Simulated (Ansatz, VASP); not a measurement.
# Al in VASP and in Ansatz

File INCAR:

```
ALGO = Fast
EDIFF = 1E-7
ENCUT = 520
ISIF = 2
ISMEAR = -1
LASPH = T
LCHARG = F
LREAL = F
LWAVE = F
NBANDS = 10
NELM = 100
PREC = Accurate
SIGMA = 0.05
```

KPOINTS

```
k-points
0
Gamma
  11 11 6
```

POSCAR

```
Al
1.0
    2.7550421937      0.0000000000      0.0000000000
   -1.3775210968      2.3859365282      0.0000000000
    0.0000000000      0.0000000000      4.7674986532
Al
2
Direct
    0.3333333333      0.6666666667      0.2500000000
    0.6666666667      0.3333333333      0.7500000000
```

input.yaml

```yaml
crystal:
  lattice:
    - [2.7550421937, 0.0, 0.0]
    - [-1.3775210968, 2.3859365282, 0.0]
    - [0.0, 0.0, 4.7674986532]
  atoms:
    - { symbol: Al, position: [0.3333333333, 0.6666666667, 0.25] }
    - { symbol: Al, position: [0.6666666667, 0.3333333333, 0.75] }
kpoints:
  mp_grid: { grid: [11, 11, 6] }
scf:
  occupations: { method: fermi_dirac, width: 0.05 }
hamiltonian:
  xc: lda
  pseudopotentials: { kind: all_electron, lapw: { basis_error: 0.001 } }
output:
  forces: true
  stress: true
  eigenvalues: true
```

Change from the starting cell: volume scaled by 0.94.

Alike in both runs: task single point; functional LDA; k mesh 11 × 11 × 6; occupations fermi-dirac, width 0.05 eV; no spin polarisation.

|  | VASP | Ansatz |
| --- | --- | --- |
| version | VASP 6.6.1 | Ansatz 0.2.0 |
| potentials or method | VASP PAW LDA potentials, release 64 (Al), cutoff 520 eV | all-electron LAPW, scalar-relativistic |

|  | VASP | Ansatz | Ansatz less VASP |
| --- | --- | --- | --- |
| gap on the k mesh at the Fermi level (eV) | none | none | - |
| pressure (GPa) | 1.9 | 1.8 | -0.09 |
| traceless stress, the component that is largest in VASP (GPa) | -3.82 | -3.77 | +0.048 |

LDA's correlation is that of Perdew and Zunger in VASP and of Perdew and Wang (1992) in Ansatz. A gap of «none» marks a metal or a gap that the smearing closes. Ansatz ran all-electron here, and VASP with PAW potentials.
